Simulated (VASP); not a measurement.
# Si7Mo (P1) in VASP: single point with PBE

Aim: the single point of Si7Mo with PBE.

All numbers are computed with VASP 6.6.1; they aren't measurements. Logs are shortened: lines on timing, memory, paths and dates and some standing lists are left out, and cuts for length are marked.

### 1 The cell of the first run

The typed cell holds 8 atoms: a = 3.684 Å, b = 3.683 Å, c = 9.228 Å, α = 89.97°, β = 89.94°, γ = 96.36°.

### 2 Single point, PBE

Contents of INCAR:

```
SYSTEM = Si7Mo
  PREC = Accurate
  ENCUT = 520
  EDIFF = 1E-6
  ISMEAR = 0
  SIGMA = 0.2
  LREAL = .False.
  LASPH = .True.
  NELM = 60
  ALGO = Normal
  ISIF = 2
  LWAVE = .False.
  LCHARG = .False.
  GGA = PE
  NBANDS = 31
```

Contents of KPOINTS:

```
regular mesh
0
Gamma
  6 6 4
  0 0 0
```

Contents of POSCAR:

```
Si7Mo
1.0
   -2.4561659299      2.7451732393     -0.0044655399
   -2.4560086093     -2.7451168551     -0.0053646918
   -0.0302409991      0.0016229467      9.2282010784
Si Mo
7 1
Direct
    0.5791035228      0.9137285405      0.7495071302
    0.0859775622      0.4210955612      0.2504849975
    0.0130496913      0.4903003262      0.7485749144
    0.5093882333      0.9870339573      0.2514173129
    0.2836249717      0.7162699850      0.9999849020
    0.2978702481      0.2026071299      0.5395047179
    0.7973482761      0.7026960888      0.4605181290
    0.7916868145      0.2082190912      1.0000078962
```

Potentials or basis: VASP PAW PBE potentials, release 64 (Si, Mo_sv).

Run with:

```bash
> cat potpaw_PBE.64/Si/POTCAR potpaw_PBE.64/Mo_sv/POTCAR > POTCAR
> mpirun -np 1 vasp_std > vasp.out
```

OUTCAR:

```text
SYSTEM = Si7Mo
   PREC = Accurate
   ENCUT = 520
   EDIFF = 1E-6
   ISMEAR = 0
   LREAL = .False.
   LASPH = .True.
   NELM = 60
   ISIF = 2
   GGA = PE

 ion  position               nearest neighbor table
   1  0.579  0.914  0.750-   3 2.35   3 2.46   6 2.49   3 2.51   5 2.62   8 2.64   7 2.92   3 3.14

   2  0.086  0.421  0.250-   4 2.35   4 2.46   7 2.49   4 2.51   5 2.62   8 2.64   6 2.92   4 3.14

   3  0.013  0.490  0.749-   1 2.35   1 2.46   6 2.49   1 2.51   5 2.63   8 2.63   7 2.91   1 3.14

   4  0.509  0.987  0.251-   2 2.35   2 2.46   7 2.49   2 2.51   5 2.63   8 2.63   6 2.91   2 3.14

   5  0.284  0.716  1.000-   8 2.46   8 2.46   1 2.62   2 2.62   3 2.63   4 2.63   8 2.70   8 2.79

   6  0.298  0.203  0.540-   3 2.49   1 2.49   7 2.56   7 2.56   7 2.84   7 2.84   4 2.91   2 2.92

   7  0.797  0.703  0.461-   4 2.49   2 2.49   6 2.56   6 2.56   6 2.84   6 2.84   3 2.91   1 2.92

   8  0.792  0.208  0.000-   5 2.46   5 2.46   4 2.63   3 2.63   2 2.64   1 2.64   5 2.70   5 2.79

  LATTYP: Found a triclinic cell.
 ALAT       =     4.9121843756
 B/A-ratio  =     0.7498562825
 C/A-ratio  =     1.8786450315
 COS(alpha) =     0.0005975152
 COS(beta)  =     0.0012758150
 COS(gamma) =     0.6667647747

  Lattice vectors:

 A1 = (  -4.9121745392,   0.0000563842,  -0.0098302317)
 A2 = (  -2.4560086093,  -2.7451168551,  -0.0053646918)
 A3 = (  -0.0302409991,   0.0016229467,   9.2282010784)

Analysis of symmetry for initial positions (statically):
=====================================================================
 Subroutine PRICEL returns:
 Original cell was already a primitive cell.

 Routine SETGRP: Setting up the symmetry group for a
 triclinic supercell.

 Subroutine GETGRP returns: Found  1 space group operations
 (whereof  1 operations were pure point group operations)
 out of a pool of  2 trial point group operations.

The static configuration has the point symmetry C_1 .

Analysis of symmetry for dynamics (positions and initial velocities):
=====================================================================
 Subroutine PRICEL returns:
 Original cell was already a primitive cell.

 Routine SETGRP: Setting up the symmetry group for a
 triclinic supercell.

 Subroutine GETGRP returns: Found  1 space group operations
 (whereof  1 operations were pure point group operations)
 out of a pool of  2 trial point group operations.

The dynamic configuration has the point symmetry C_1 .

 Subroutine INISYM returns: Found  1 space group operations
 (whereof  1 operations are pure point group operations),
 and found     1 'primitive' translations

----------------------------------------------------------------------------------------

                                     Primitive cell

  volume of cell :     124.4397

  direct lattice vectors                    reciprocal lattice vectors
    -2.456165930  2.745173239 -0.004465540    -0.203572338  0.182134019 -0.000699142
    -2.456008609 -2.745116855 -0.005364692    -0.203576648 -0.182145467 -0.000635091
    -0.030240999  0.001622947  9.228201078    -0.000216856 -0.000017753  0.108362774

  length of vectors
     3.683578034  3.683432315  9.228250771     0.273157440  0.273168128  0.108362993

  position of ions in fractional coordinates (direct lattice)
     0.579103523  0.913728541  0.749507130
     0.085977562  0.421095561  0.250484998
     0.013049691  0.490300326  0.748574914
     0.509388233  0.987033957  0.251417313
     0.283624972  0.716269985  0.999984902
     0.297870248  0.202607130  0.539504718
     0.797348276  0.702696089  0.460518129
     0.791686814  0.208219091  0.000007896

  ion indices of the primitive-cell ions
   primitive index   ion index
                 1           1
                 2           2
                 3           3
                 4           4
                 5           5
                 6           6
                 7           7
                 8           8

----------------------------------------------------------------------------------------

 KPOINTS: regular mesh

Automatic generation of k-mesh.
 Grid dimensions read from file:
 generate k-points for:    6    6    4

 Generating k-lattice:

  Cartesian coordinates                     Fractional coordinates (reciprocal lattice)
    -0.033928723  0.030355670 -0.000116524     0.166666667 -0.000000000  0.000000000
    -0.033929441 -0.030357578 -0.000105849    -0.000000000  0.166666667  0.000000000
    -0.000054214 -0.000004438  0.027090694     0.000000000  0.000000000  0.250000000

  Length of vectors
     0.045526240  0.045528021  0.027090748

  Shift w.r.t. Gamma in fractional coordinates (k-lattice)
     0.000000000  0.000000000  0.000000000

 Subroutine IBZKPT returns following result:
 ===========================================

 Found     76 irreducible k-points:

 Following reciprocal coordinates:
            Coordinates               Weight
  0.000000  0.000000  0.000000      1.000000
  0.166667  0.000000  0.000000      2.000000
  0.333333  0.000000 -0.000000      2.000000
  0.500000  0.000000 -0.000000      1.000000
 -0.000000  0.166667  0.000000      2.000000
  0.166667  0.166667  0.000000      2.000000
[... 16 lines left out ...]
  0.333333  0.000000  0.250000      2.000000
  0.500000  0.000000  0.250000      2.000000
 [... further k-points ...]
   k-points           NKPTS =     76   k-points in BZ     NKDIM =     76   number of bands    NBANDS=     31
   number of dos      NEDOS =    301   number of ions     NIONS =      8
   total plane-waves  NPLWV =  54880
   dimension x,y,z NGX =    28 NGY =   28 NGZ =   70
   dimension x,y,z NGXF=    56 NGYF=   56 NGZF=  140
   ions per type =               7   1
   NGX,Y,Z   is equivalent  to a cutoff of  12.64, 12.64, 12.61 a.u.
   NGXF,Y,Z  is equivalent  to a cutoff of  25.27, 25.27, 25.22 a.u.
 SYSTEM =  Si7Mo
   PREC   = accura    normal or accurate (medium, high low for compatibility)
   ISTART =      0    job   : 0-new  1-cont  2-samecut
   ICHARG =      2    charge: 1-file 2-atom 10-const
   ISPIN  =      1    spin polarized calculation?
   LNONCOLLINEAR =      F non collinear calculations
   LSORBIT =      F    spin-orbit coupling
   LASPH  =      T    aspherical Exc in radial PAW
   ENCUT  =  520.0 eV  38.22 Ry    6.18 a.u.   6.85  6.85 17.16*2*pi/ulx,y,z
   NELM   =     60;   NELMIN=  2; NELMDL= -5     # of ELM steps
   EDIFF  = 0.1E-05   stopping-criterion for ELM
   LREAL  =      F    real-space projection
   EDIFFG = 0.1E-04   stopping-criterion for IOM
   NSW    =      0    number of steps for IOM
   IBRION =     -1    ionic relax: 0-MD 1-quasi-New 2-CG
   NFREE  =      0    steps in history (QN), initial steepest desc. (CG)
   ISIF   =      2    stress and relaxation
   ISYM   =      2    0-nonsym 1-usesym 2-fastsym
   POTIM  = 0.5000    time-step for ionic-motion
   TEBEG  =    0.0;   TEEND  =   0.0 temperature during run
   PSTRESS=    0.0 pullay stress
   NELECT =      42.0000    total number of electrons
   NUPDOWN=      -1.0000    fix difference up-down
   EMIN   =  10.00;   EMAX   =-10.00  energy-range for DOS
   EFERMI =   0.00;   METHOD = LEGACY
   ISMEAR =     0;   SIGMA  =   0.20  broadening in eV -4-tet -1-fermi 0-gaus
   EFERMI_NEDOS =   21; number of points for ismear=-14 and -15
   IALGO  =     38    algorithm
   IMIX   =      4    mixing-type and parameters
     AMIX     =   0.40;   BMIX     =  1.00
     AMIX_MAG =   1.60;   BMIX_MAG =  1.00
  volume/ion in A,a.u.               =      15.55       104.97
  Fermi-wavevector in a.u.,A,eV,Ry     =   1.139825  2.153957 17.676711  1.299202
  Thomas-Fermi vector in A             =   2.276528
   LORBIT       =      0    0 simple, 1 ext, 2 COOP (PROOUT), +10 PAW based schemes
   GGA     = PE    functional components
   LHFCALC =     F    Hartree Fock is set to
   AEXX    =    0.0000 exact exchange contribution
   IVDW    =     0    specifies the selected vdW correction
   LEPSILON=     F    determine dielectric tensor
   LRPA    =     F    only Hartree local field effects (RPA)
 non-spin polarized calculation
 Gauss-broadening in eV      SIGMA  =   0.20
  energy-cutoff  :      520.00
  volume of cell :      124.44
 maximum number of plane-waves:      3368
   NGX = 13   NGY = 13   NGZ = 35

 number of electron      42.0000001 magnetization

 Free energy of the ion-electron system (eV)
  ---------------------------------------------------
  ext. energy  EPLUGINS =         0.00000000
  ---------------------------------------------------
  free energy    TOTEN  =       -46.84751623 eV

  energy without entropy =      -46.76555415  energy(sigma->0) =      -46.80653519

 E-fermi :   9.3569     XC(G=0): -11.1140

 val. band max:        9.3513537221   @ k =  -0.1667   0.1667   0.2500
 cond. band min:       9.3603035271   @ k =   0.5000   0.0000   0.5000
 fundamental gap:      0.0089498050
 Fermi energy:         9.3568596363

 k-point     1 :       0.0000    0.0000    0.0000
  band No.  band energies     occupation
      1     -51.4246      2.00000
      2     -25.6894      2.00000
      3     -25.5429      2.00000
      4     -25.4606      2.00000
      5      -3.9727      2.00000
      6      -2.6056      2.00000
[... 23 lines left out ...]
     30      13.3034      0.00000
     31      13.8233      0.00000

 k-point     2 :       0.1667    0.0000    0.0000
  band No.  band energies     occupation
      1     -51.4240      2.00000
      2     -25.6966      2.00000
      3     -25.5496      2.00000
      4     -25.4592      2.00000
      5      -3.6750      2.00000
      6      -2.3279      2.00000
[... 23 lines left out ...]
     30      13.6033      0.00000
     31      13.7764      0.00000

 k-point     3 :       0.3333    0.0000   -0.0000
  band No.  band energies     occupation
      1     -51.4226      2.00000
      2     -25.7132      2.00000
      3     -25.5604      2.00000
      4     -25.4565      2.00000
      5      -2.7930      2.00000
      6      -1.5109      2.00000
[... 23 lines left out ...]
     30      13.3503      0.00000
     31      14.0495      0.00000

 k-point     4 :       0.5000    0.0000   -0.0000
  band No.  band energies     occupation
      1     -51.4219      2.00000
      2     -25.7227      2.00000
      3     -25.5647      2.00000
      4     -25.4551      2.00000
      5      -1.5031      2.00000
      6      -1.2164      2.00000
[... 23 lines left out ...]
     30      13.2953      0.00000
     31      13.3527      0.00000

 k-point     5 :      -0.0000    0.1667    0.0000
  band No.  band energies     occupation
      1     -51.4240      2.00000
      2     -25.6966      2.00000
      3     -25.5496      2.00000
      4     -25.4592      2.00000
      5      -3.6750      2.00000
      6      -2.3279      2.00000
[... 23 lines left out ...]
     30      13.6031      0.00000
     31      13.7766      0.00000
[... 542 lines left out ...]
     30      13.5948      0.00000
     31      13.7832      0.00000

 k-point    22 :       0.1667    0.0000    0.2500
  band No.  band energies     occupation
      1     -51.4239      2.00000
      2     -25.6966      2.00000
      3     -25.5496      2.00000
      4     -25.4592      2.00000
      5      -3.5948      2.00000
      6      -2.6505      2.00000
[... 23 lines left out ...]
     30      13.4243      0.00000
     31      13.6376      0.00000

 k-point    23 :       0.3333    0.0000    0.2500
  band No.  band energies     occupation
      1     -51.4226      2.00000
      2     -25.7132      2.00000
      3     -25.5604      2.00000
      4     -25.4565      2.00000
      5      -2.7179      2.00000
      6      -1.8034      2.00000
[... 23 lines left out ...]
     30      13.7032      0.00000
     31      13.9484      0.00000

 k-point    24 :       0.5000    0.0000    0.2500
  band No.  band energies     occupation
      1     -51.4219      2.00000
      2     -25.7227      2.00000
      3     -25.5647      2.00000
      4     -25.4551      2.00000
      5      -1.4328      2.00000
      6      -1.1550      2.00000
[... 23 lines left out ...]
     30      12.9559      0.00000
     31      13.6670      0.00000

 [... further k-points ...]

------------------------ aborting loop because EDIFF is reached ----------------------------------------

  FORCE on cell =-STRESS in cart. coord.  units (eV):
  Direction    XX          YY          ZZ          XY          YZ          ZX
  --------------------------------------------------------------------------------------
  -------------------------------------------------------------------------------------
  Total       -0.0083672     -0.0438344      0.0484936      0.0018716     -0.0115444      0.0137121
  in kB       -0.1077283     -0.5643734      0.6243614      0.0240968     -0.1486356      0.1765456
  external PRESSURE =      -0.0159135 kB  Pullay stress =       0.0000000 kB

 VOLUME and BASIS-vectors are now :
 -----------------------------------------------------------------------------
  energy-cutoff  :      520.00
  volume of cell :      124.44
      direct lattice vectors                 reciprocal lattice vectors
    -2.456165930  2.745173239 -0.004465540    -0.203572338  0.182134019 -0.000699142
    -2.456008609 -2.745116855 -0.005364692    -0.203576648 -0.182145467 -0.000635091
    -0.030240999  0.001622947  9.228201078    -0.000216856 -0.000017753  0.108362774

 POSITION                                       TOTAL-FORCE (eV/Angst)
 -----------------------------------------------------------------------------------
     -3.68917     -0.91734      6.90911         0.005684      0.002809     -0.015506
     -1.25296     -0.91953      2.30888        -0.004591      0.006679      0.016366
     -1.25887     -1.30889      6.90531        -0.012371     -0.002830     -0.022116
     -3.68291     -1.31076      2.31256         0.009975     -0.002544      0.023150
     -2.48604     -1.18602      9.22295        -0.000608      0.006683     -0.000167
     -1.24554      0.26240      4.97624        -0.001950     -0.004304      0.007142
     -3.69817      0.26062      4.24242         0.004381     -0.005960     -0.008814
     -2.45590      1.60173     -0.00458        -0.000522     -0.000532     -0.000056
 -----------------------------------------------------------------------------------
    total drift:                                0.000005     -0.000157      0.000005

  FREE ENERGIE OF THE ION-ELECTRON SYSTEM (eV)
  ---------------------------------------------------
  free  energy   TOTEN  =       -46.8475162317 eV

  energy  without entropy=      -46.7655541543  energy(sigma->0) =      -46.80653519
```

Run time: 3.7 min. Hardware: 1 thread of Intel Xeon Platinum 8259CL at 2.50GHz (Skylake/Cascade Lake), shared host; peak memory 0.37 GiB.

Results:

| Property | Result |
| --- | --- |
| Free energy | -46.8475 eV |
| Pressure | 0.0 GPa |
| Largest force | 0.025 eV/Å |
| Band gap on the k mesh | zero (bands 21 and 22 overlap by 1.12 eV) |

Forces in eV/Å, atoms in the order of the input:
```
Si   0.006  0.003 -0.016
Si  -0.005  0.007  0.016
Si  -0.012 -0.003 -0.022
Si   0.010 -0.003  0.023
Si  -0.001  0.007  0.000
Si  -0.002 -0.004  0.007
Si   0.004 -0.006 -0.009
Mo  -0.001 -0.001  0.000
```

Stress tensor (GPa, compression positive):
```
-0.01  0.00  0.02
 0.00 -0.06 -0.01
 0.02 -0.01  0.06
```

Levels at points of the mesh, in eV from the Fermi level:
| k point | band 19 | band 20 | band 21 | band 22 | band 23 | band 24 |
| --- | --- | --- | --- | --- | --- | --- |
| (0.00, 0.00, 0.00) | -1.22 | -0.83 | -0.69 | -0.44 | 0.39 | 1.26 |
| (0.50, 0.00, 0.00) | -0.82 | -0.52 | 0.27 | 0.34 | 0.83 | 1.42 |
| (0.00, 0.50, 0.00) | -0.82 | -0.52 | 0.27 | 0.34 | 0.84 | 1.42 |
| (0.50, 0.50, 0.00) | -2.47 | -1.90 | -1.39 | -0.55 | 0.65 | 0.79 |
| (0.00, 0.00, 0.50) | -1.50 | -1.01 | -0.48 | 0.07 | 0.09 | 0.74 |
| (0.50, 0.00, 0.50) | -0.54 | 0.00 | 0.13 | 0.65 | 0.75 | 0.86 |
| (0.00, 0.50, 0.50) | -0.54 | 0.00 | 0.12 | 0.65 | 0.75 | 0.86 |
| (0.50, 0.50, 0.50) | -2.84 | -1.73 | -0.32 | -0.32 | 0.69 | 0.85 |
